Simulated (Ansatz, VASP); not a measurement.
## Mg: VASP beside Ansatz

Contents of POSCAR:

```
Mg
1.0
    2.8977848105      0.0000000000      0.0000000000
   -1.4488924053      2.5095552606      0.0000000000
    0.0000000000      0.0000000000      2.8925956915
Mg
1
Direct
    0.0000000000      0.0000000000      0.0000000000
```

File INCAR.step1:

```
SYSTEM = Mg
PREC = Accurate ; ENCUT = 520
ISMEAR = 0 ; SIGMA = 0.15
LREAL = .False. ; LASPH = .True.
NELM = 80 ; NBANDS = 7
GGA = PE ; ALGO = Normal
EDIFF = 1E-4 ; LWAVE = .True.
LCHARG = .False.
```

INCAR.step2

```
SYSTEM = Mg
PREC = Accurate ; ENCUT = 520
EDIFF = 1E-6 ; ISMEAR = 0
SIGMA = 0.15 ; LREAL = .False.
LASPH = .True. ; NELM = 80
ALGO = Normal ; ISIF = 2
LWAVE = .False. ; LCHARG = .True.
METAGGA = R2SCAN ; LMIXTAU = .True.
LELF = .True. ; LVHAR = .True.
NBANDS = 7 ; ISTART = 1
```

File KPOINTS:

```
Automatic mesh
0
Gamma
  18 18 16
  0 0 0
```

Input for Ansatz:

```yaml
crystal:
  lattice:
    - [2.8977848105, 0.0, 0.0]
    - [-1.4488924053, 2.5095552606, 0.0]
    - [0.0, 0.0, 2.8925956915]
  atoms:
    - { symbol: Mg, position: [0.0, 0.0, 0.0] }
basis:
  ecutwfc: 500
kpoints:
  mp_grid: { grid: [18, 18, 16] }
hamiltonian:
  xc: r2scan
scf:
  occupations: { method: gaussian, width: 0.15 }
output:
  forces: true
  stress: true
  eigenvalues: true
```

Change from the starting cell: strain -0.050 along x and y, -0.050 along z, atoms carried along.

Alike in both runs: task single point; functional r2SCAN; k mesh 18 × 18 × 16; occupations gaussian, width 0.15 eV; no spin polarisation.

|  | VASP | Ansatz |
| --- | --- | --- |
| version | VASP 6.6.1 | Ansatz 0.2.0 |
| potentials or method | VASP PAW PBE potentials, release 64 (Mg), cutoff 520 eV | scalar-relativistic, plane waves, PAW |
| valence electrons in the cell | 2 | 10 |

```tsv
	VASP	Ansatz	Ansatz less VASP
gap on the k mesh at the Fermi level (eV)	none	none	-
pressure (GPa)	7.1	7.3	+0.23
traceless stress, the component that is largest in VASP (GPa)	-2.59	-2.64	-0.047
```

VASP's potentials were made for PBE, not for r2SCAN. A gap of «none» marks a metal or a gap that the smearing closes. VASP's potentials hold 2 valence electrons a cell and Ansatz's 10, so a difference there can come from the potentials and not from the codes.
